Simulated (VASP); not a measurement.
# VCO3 (R-3c) in VASP: density of states with LDA

Aim: the density of states of VCO3 with LDA.

Everything below comes from runs of VASP 6.6.1. Logs are shortened: lines on timing, memory, paths and dates and some standing lists are left out, and cuts for length are marked.

### Step 1. The cell of the first run

Symmetry: R-3c, No. 167, trigonal system. Conventional cell: a = 4.448 Å, b = 4.448 Å, c = 12.766 Å, α = 90.00°, β = 90.00°, γ = 120.00°. Within 2.5 Å of V (site symmetry -3) lie 6 O at 1.91 Å. Within 1.7 Å of C (site symmetry 32) lie 3 O at 1.29 Å. O (site symmetry 2) has 1 C at 1.29 Å within 1.7 Å.

### Step 2. Density of states, LDA

Contents of POSCAR:

```
VCO3
1.0
    2.2237911100      3.8517161600      0.0000000000
   -2.2237911100      3.8517161600      0.0000000000
    0.0000000000     -2.5678107700      4.2552316100
V C O
2 2 6
Direct
    0.0000000000      0.0000000000      0.0000000000
    0.5000000000      0.5000000000      0.5000000000
    0.2500000000      0.2500000000      0.7500000000
    0.7500000000      0.7500000000      0.2500000000
    0.5396000000      0.9604000000      0.7500000000
    0.2500000000      0.5396000000      0.7500000000
    0.9604000000      0.2500000000      0.7500000000
    0.4604000000      0.0396000000      0.2500000000
    0.7500000000      0.4604000000      0.2500000000
    0.0396000000      0.7500000000      0.2500000000
```

Contents of INCAR.step1:

```
  PREC = Accurate
  ENCUT = 520
  EDIFF = 1E-7
  ISMEAR = -1
  SIGMA = 0.1
  LREAL = False
  LASPH = True
  NELM = 100
  ALGO = Normal
  ISIF = 2
  LWAVE = False
  LCHARG = True
  LMAXMIX = 4
  NBANDS = 46
```

Contents of KPOINTS.step1:

```
regular mesh
0
Gamma
  7 7 7
```

Contents of INCAR.step2:

```
  PREC = Accurate
  ENCUT = 520
  EDIFF = 1E-7
  ISMEAR = -5
  SIGMA = 0.1
  LREAL = False
  LASPH = True
  NELM = 100
  ALGO = Normal
  ISIF = 2
  LWAVE = False
  LCHARG = False
  LMAXMIX = 4
  LORBIT = 11
  NEDOS = 2001
  ICHARG = 11
```

Contents of KPOINTS.step2:

```
regular mesh
0
Gamma
  11 11 11
```

Potentials or basis: VASP PAW LDA potentials, release 64 (V_sv, C, O).

Started as:

```bash
$ cat potpaw_LDA.64/V_sv/POTCAR potpaw_LDA.64/C/POTCAR potpaw_LDA.64/O/POTCAR > POTCAR
$ cp INCAR.step1 INCAR
$ cp KPOINTS.step1 KPOINTS
$ mpirun -np 1 vasp_std > vasp.out
$ cp INCAR.step2 INCAR
$ cp KPOINTS.step2 KPOINTS
$ mpirun -np 1 vasp_std > vasp.out
```

OUTCAR:

```text
PREC = Accurate
   ENCUT = 520
   EDIFF = 1E-7
   ISMEAR = -5
   LREAL = False
   LASPH = True
   NELM = 100
   ISIF = 2
   LORBIT = 11
   ICHARG = 11

 ion  position               nearest neighbor table
   1  0.000  0.000  0.000-   7 1.91  10 1.91   8 1.91   5 1.91   9 1.91   6 1.91
   2  0.500  0.500  0.500-   6 1.91   9 1.91   8 1.91   5 1.91   7 1.91  10 1.91
   3  0.250  0.250  0.750-   6 1.29   7 1.29   5 1.29
   4  0.750  0.750  0.250-   9 1.29  10 1.29   8 1.29
   5  0.540  0.960  0.750-   3 1.29   2 1.91   1 1.91
   6  0.250  0.540  0.750-   3 1.29   2 1.91   1 1.91
   7  0.960  0.250  0.750-   3 1.29   1 1.91   2 1.91
   8  0.460  0.040  0.250-   4 1.29   2 1.91   1 1.91
   9  0.750  0.460  0.250-   4 1.29   2 1.91   1 1.91
  10  0.040  0.750  0.250-   4 1.29   1 1.91   2 1.91

  LATTYP: Found a trigonal (rhomboedric) cell.
 ALAT       =     4.9699754533
 COS(alpha) =     0.5995857843

  Lattice vectors:

 A1 = (   2.2237911100,   1.2839053900,   4.2552316100)
 A2 = (  -2.2237911100,   1.2839053900,   4.2552316100)
 A3 = (   0.0000000000,  -2.5678107700,   4.2552316100)

Analysis of symmetry for initial positions (statically):
=====================================================================
 Subroutine PRICEL returns:
 Original cell was already a primitive cell.

 Routine SETGRP: Setting up the symmetry group for a
 trigonal (rhombohedral) supercell.

 Subroutine GETGRP returns: Found 12 space group operations
 (whereof  6 operations were pure point group operations)
 out of a pool of 12 trial point group operations.

The static configuration has the point symmetry S_6 .
 The point group associated with its full space group is D_3d.

Analysis of symmetry for dynamics (positions and initial velocities):
=====================================================================
 Subroutine PRICEL returns:
 Original cell was already a primitive cell.

 Routine SETGRP: Setting up the symmetry group for a
 trigonal (rhombohedral) supercell.

 Subroutine GETGRP returns: Found 12 space group operations
 (whereof  6 operations were pure point group operations)
 out of a pool of 12 trial point group operations.

The dynamic configuration has the point symmetry S_6 .
 The point group associated with its full space group is D_3d.
[... 129 lines left out ...]
   NUPDOWN=      -1.0000    fix difference up-down
   EMIN   =  10.00;   EMAX   =-10.00  energy-range for DOS
   EFERMI =   0.00;   METHOD = LEGACY
   ISMEAR =    -5;   SIGMA  =   0.10  broadening in eV -4-tet -1-fermi 0-gaus
   EFERMI_NEDOS =   21; number of points for ismear=-14 and -15
   IALGO  =     38    algorithm
   IMIX   =      4    mixing-type and parameters
     AMIX     =   0.40;   BMIX     =  1.00
     AMIX_MAG =   1.60;   BMIX_MAG =  1.00
  volume/ion in A,a.u.               =       7.29        49.19
  Fermi-wavevector in a.u.,A,eV,Ry     =   1.615128  3.052150 35.492693  2.608639
  Thomas-Fermi vector in A             =   2.709926
   LORBIT       =     11    0 simple, 1 ext, 2 COOP (PROOUT), +10 PAW based schemes
   GGA     = CA    functional components
   LHFCALC =     F    Hartree Fock is set to
   AEXX    =    0.0000 exact exchange contribution
   IVDW    =     0    specifies the selected vdW correction
   LEPSILON=     F    determine dielectric tensor
   LRPA    =     F    only Hartree local field effects (RPA)
 non-spin polarized calculation
 Fermi weights with tetrahedron method with Bloechl corrections
  energy-cutoff  :      520.00
  volume of cell :       72.90
 maximum number of plane-waves:      1983
 NGX is ok and might be reduce to    36

 number of electron      69.9999996 magnetization

 Free energy of the ion-electron system (eV)
  ---------------------------------------------------
  ext. energy  EPLUGINS =         0.00000000
  ---------------------------------------------------
  free energy    TOTEN  =       -87.05809342 eV

  energy without entropy =      -87.05809342  energy(sigma->0) =      -87.05809342

 E-fermi :  10.3622     XC(G=0): -13.4208

 val. band max:       10.3894554636   @ k =  -0.3636   0.0000   0.1818
 cond. band min:      10.3507803267   @ k =   0.3636   0.2727   0.0000
 fundamental gap:     -0.0386751369
 Fermi energy:        10.3621549359

 k-point     1 :       0.0000    0.0000    0.0000
  band No.  band energies     occupation
      1     -53.7738      2.00000
      2     -53.7544      2.00000
      3     -28.4218      2.00000
      4     -28.2779      2.00000
      5     -28.2108      2.00000
      6     -28.2108      2.00000
[... 1069 lines left out ...]
     41      13.0689      0.00000
     42      13.6262      0.00000

 [... further k-points ...]
[... 5 lines left out ...]
  --------------------------------------------------------------------------------------
  -------------------------------------------------------------------------------------
  Total       19.4671574     19.4671268     12.4755393      0.0000000      0.0000000      0.0000000
  in kB      427.8698248    427.8691520    274.2006280      0.0000000      0.0000002      0.0000000
  external PRESSURE =     376.6465349 kB  Pullay stress =       0.0000000 kB

 VOLUME and BASIS-vectors are now :
 -----------------------------------------------------------------------------
  energy-cutoff  :      520.00
  volume of cell :       72.90
      direct lattice vectors                 reciprocal lattice vectors
     2.223791110  3.851716160  0.000000000     0.224841262  0.129812265  0.078334945
    -2.223791110  3.851716160  0.000000000    -0.224841262  0.129812265  0.078334945
     0.000000000 -2.567810770  4.255231610     0.000000000  0.000000000  0.235004834

 POSITION                                       TOTAL-FORCE (eV/Angst)
 -----------------------------------------------------------------------------------
      0.00000      0.00000      0.00000         0.000000     -0.000000     -0.000000
      0.00000      2.56781      2.12762         0.000000     -0.000000     -0.000000
      0.00000      0.00000      3.19142         0.000000     -0.000000     -0.000000
      0.00000      5.13562      1.06381         0.000000     -0.000000     -0.000000
     -0.93577      3.85172      3.19142         0.218016     -0.000000     -0.000000
     -0.64401      1.11546      3.19142        -0.109008      0.188807     -0.000000
      1.57978      2.73626      3.19142        -0.109008     -0.188807     -0.000000
      0.93577      1.28391      1.06381        -0.218016     -0.000000     -0.000000
      0.64401      4.02016      1.06381         0.109008     -0.188807      0.000000
     -1.57978      2.39936      1.06381         0.109008      0.188807     -0.000000
 -----------------------------------------------------------------------------------
    total drift:                                0.000000     -0.000000      0.000000

  FREE ENERGIE OF THE ION-ELECTRON SYSTEM (eV)
  ---------------------------------------------------
  free  energy   TOTEN  =       -87.0580934184 eV

  energy  without entropy=      -87.0580934184  energy(sigma->0) =      -87.05809342

 total charge

# of ion       s       p       d       tot
------------------------------------------
    1        2.258   6.316   3.330  11.905
    2        2.258   6.316   3.330  11.905
    3        0.835   1.809   0.000   2.644
    4        0.835   1.809   0.000   2.644
    5        1.557   3.666   0.000   5.223
    6        1.557   3.666   0.000   5.223
    7        1.557   3.666   0.000   5.223
    8        1.557   3.666   0.000   5.223
    9        1.557   3.666   0.000   5.223
   10        1.557   3.666   0.000   5.223
--------------------------------------------------
tot         15.527  38.245   6.661  60.433
```

OSZICAR.step1:

```text
N       E                     dE             d eps       ncg     rms          rms(c)
DAV:   1     0.835867578184E+03    0.83587E+03   -0.38677E+04  4048   0.168E+03
DAV:   2    -0.269615879615E+02   -0.86283E+03   -0.81935E+03  4348   0.507E+02
DAV:   3    -0.968352224736E+02   -0.69874E+02   -0.67976E+02  4708   0.157E+02
DAV:   4    -0.984731947268E+02   -0.16380E+01   -0.16228E+01  4596   0.228E+01
DAV:   5    -0.985191930196E+02   -0.45998E-01   -0.45967E-01  4808   0.333E+00    0.494E+01
DAV:   6    -0.980338165642E+02    0.48538E+00   -0.23785E+02  5082   0.739E+01    0.254E+01
DAV:   7    -0.873884060703E+02    0.10645E+02   -0.46414E+01  4360   0.638E+01    0.222E+01
DAV:   8    -0.875520895846E+02   -0.16368E+00   -0.44077E+00  4756   0.854E+00    0.107E+01
DAV:   9    -0.872370269804E+02    0.31506E+00   -0.32733E+00  4968   0.805E+00    0.266E+00
DAV:  10    -0.872118954650E+02    0.25132E-01   -0.13417E-01  4336   0.190E+00    0.695E-01
DAV:  11    -0.872093892636E+02    0.25062E-02   -0.85932E-03  4818   0.431E-01    0.156E-01
DAV:  12    -0.872091413329E+02    0.24793E-03   -0.11140E-03  4552   0.132E-01    0.612E-02
DAV:  13    -0.872091319474E+02    0.93855E-05   -0.98746E-05  5210   0.377E-02    0.311E-02
DAV:  14    -0.872091300114E+02    0.19360E-05   -0.12344E-05  4744   0.206E-02    0.505E-03
DAV:  15    -0.872091297705E+02    0.24089E-06   -0.36937E-06  4794   0.116E-02    0.314E-03
DAV:  16    -0.872091296811E+02    0.89385E-07   -0.33691E-07  3070   0.385E-03
   1 F= -.87209130E+02 E0= -.87069922E+02  d E =-.278415E+00
```

Run time: 7 min. Hardware: 1 thread of Intel Xeon Platinum 8375C at 2.90GHz (Ice Lake), shared host; peak memory 0.44 GiB.

What came out:

```
Valence electrons inside the program's atomic spheres : V 11.90; C 2.64; O 5.22
```

Caveat: the run has no spin polarisation, though such a crystal can be magnetic; semilocal functionals often make such compounds metallic where correlation or magnetic order opens a gap, which also shifts bond lengths; tetrahedron occupations give inexact forces and stress in metals.
